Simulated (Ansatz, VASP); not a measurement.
## Ni: VASP beside Ansatz

```
Ni
1.0
    -1.38304    1.38304    1.38304
     1.38304   -1.38304    1.38304
     1.38304    1.38304   -1.38304
Ni
1
Direct
  0.00000 0.00000 0.00000
```

Alike in both runs: functional r2SCAN; k mesh 22 × 22 × 22; occupations gaussian, width 0.1 eV; collinear spin.

Ansatz relaxed the structure, and its values are those at the end. VASP's run is a single point on that final structure, the one shown.

|  | VASP | Ansatz |
| --- | --- | --- |
| version | VASP 6.6.1 | Ansatz 0.2.0 |
| potentials or method | VASP PAW PBE potentials, release 64 (Ni), cutoff 520 eV | scalar-relativistic, plane waves, PAW |
| valence electrons in the cell | 10 | 18 |

```csv
,VASP,Ansatz,Ansatz less VASP
gap on the k mesh at the Fermi level (eV),none,none,-
pressure (GPa),0.4,0.0,-0.36
net moment per atom (μB),0.62,0.64,+0.011
size of the moment on the site where the two differ most (μB),0.64,0.69,+0.052
```

VASP's potentials were made for PBE, not for r2SCAN. Site moments also hang on the region over which each program counts them. A gap of «none» marks a metal or a gap that the smearing closes. VASP's potentials hold 10 valence electrons a cell and Ansatz's 18, so a difference there can come from the potentials and not from the codes.
